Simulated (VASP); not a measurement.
**MnS: single point with PBE**

Crystal: MnS.

```
CELL_PARAMETERS angstrom
0.00000 2.34599 2.34599
2.34599 0.00000 2.34599
2.34599 2.34599 0.00000
ATOMIC_POSITIONS crystal
Mn 0.00000 0.00000 0.00000
S 0.50000 0.50000 0.50000
```

- Program: VASP 6.6.1
- Task: single point
- Functional: PBE
- Potentials or basis: VASP PAW PBE potentials, release 64 (Mn_pv, S)
- Cutoff: 500 eV
- k mesh: 12 × 12 × 12
- Occupations: gaussian, width 0.05 eV
- Spin: no spin polarisation
- Dipole correction: no
- Further INCAR settings: ALGO = Normal; EDIFF = 1e-06; NBANDS = 16

```
Pressure               : 0.2 GPa
Band gap on the k mesh : zero (an odd number of electrons rules out a gap without spin polarisation)
```

Levels at points of the mesh, in eV from the Fermi level:
```
           k point  band 6  band 7  band 8  band 9  band 10  band 11  band 12  band 13
(0.00, 0.00, 0.00)   -1.76   -1.76   -1.68   -1.68    -1.68    -1.51    -1.51     5.48
(0.50, 0.00, 0.00)   -5.00   -5.00   -0.33   -0.33     0.15     3.35     3.35     3.69
(0.50, 0.50, 0.00)   -3.96   -3.96   -3.09   -0.92     0.00     0.00     0.67     3.01
```

Run time: 25 s on 1 thread of AMD EPYC 7R43 64-Core Processor (Zen 3), with other jobs on the host, peak memory 0.12 GiB.

Caveat: the run has no spin polarisation, though such a crystal can be magnetic; semilocal functionals often make such compounds metallic where correlation or magnetic order opens a gap, which also shifts bond lengths. Spin polarisation is off, so any magnetic state and its effect on volume and gap are missing.
